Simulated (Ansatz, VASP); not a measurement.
**One calculation of HfS4, two programs**

INCAR

```
SYSTEM = HfS4
PREC = Accurate
ENCUT = 520
EDIFF = 1E-6
ISMEAR = -1
SIGMA = 0.1
LREAL = .False.
LASPH = .True.
NELM = 100
ALGO = Normal
ISIF = 2
LWAVE = .False.
LCHARG = .True.
GGA = CA
LELF = .True.
LVHAR = .True.
NBANDS = 45
```

KPOINTS

```
Automatic mesh
0
Gamma
  4 4 4
  0 0 0
```

File POSCAR:

```
HfS4
1.0
   -3.8631610000      3.8631610000      3.4918300000
    3.8631610000     -3.8631610000      3.4918300000
    3.8631610000      3.8631610000     -3.4918300000
Hf S
2 8
Direct
    0.1250000000      0.8750000000      0.2500000000
    0.8750000000      0.1250000000      0.7500000000
    0.3540000000      0.7960000000      0.5580000000
    0.7960000000      0.7380000000      0.4420000000
    0.7380000000      0.7960000000      0.9420000000
    0.7960000000      0.3540000000      0.0580000000
    0.6460000000      0.2040000000      0.4420000000
    0.2040000000      0.6460000000      0.9420000000
    0.2620000000      0.2040000000      0.0580000000
    0.2040000000      0.2620000000      0.5580000000
```

Input for Ansatz:

```yaml
crystal:
  lattice:
    - [-3.863161, 3.863161, 3.49183]
    - [3.863161, -3.863161, 3.49183]
    - [3.863161, 3.863161, -3.49183]
  atoms:
    - { symbol: Hf, position: [0.125, 0.875, 0.25] }
    - { symbol: Hf, position: [0.875, 0.125, 0.75] }
    - { symbol: S, position: [0.354, 0.796, 0.558] }
    - { symbol: S, position: [0.796, 0.738, 0.442] }
    - { symbol: S, position: [0.738, 0.796, 0.942] }
    - { symbol: S, position: [0.796, 0.354, 0.058] }
    - { symbol: S, position: [0.646, 0.204, 0.442] }
    - { symbol: S, position: [0.204, 0.646, 0.942] }
    - { symbol: S, position: [0.262, 0.204, 0.058] }
    - { symbol: S, position: [0.204, 0.262, 0.558] }
  symmetry: { tolerance: 0.0003 }
kpoints:
  mp_grid: { grid: [4, 4, 4], shift: [0, 0, 0] }
magnetization:
  spin_polarized: false
scf:
  occupations: { method: fermi_dirac }
  lower_state_search: standard
  initial_density: { chi_scale: 0.0 }
hamiltonian:
  pseudopotentials: { kind: paw }
  xc: lda
basis:
  ecutwfc: 420
output:
  forces: true
  stress: true
  eigenvalues: true
```

Alike in both runs: task single point; functional LDA; k mesh 4 × 4 × 4; no spin polarisation.

```csv
,VASP,Ansatz
version,VASP 6.6.1,Ansatz 0.2.0
potentials or method,"VASP PAW LDA potentials, release 64 (Hf_pv, S), cutoff 520 eV",PAW plane waves
occupations,"fermi-dirac, width 0.1 eV",fermi-dirac
valence electrons in the cell,68,100
```

VASP gave:

```
gap on the k mesh at the Fermi level (eV)                     : none
pressure (GPa)                                                : -4.5
traceless stress, the component that is largest in VASP (GPa) : -9.82
rms of the force components (eV/Å)                            : 0.238
```

Task: Which values does Ansatz return?

Result: gap on the k mesh at the Fermi level (eV): none; pressure (GPa): -4.3; traceless stress, the component that is largest in VASP (GPa): -9.72; rms of the force components (eV/Å): 0.236.

LDA's correlation is that of Perdew and Zunger in VASP and of Perdew and Wang (1992) in Ansatz. Atom by atom the forces differ by 0.007 eV/Å (rms over components). A gap of «none» marks a metal or a gap that the smearing closes. VASP's potentials hold 68 valence electrons a cell and Ansatz's 100, so a difference there can come from the potentials and not from the codes.

Neither program's run includes spin-orbit coupling.
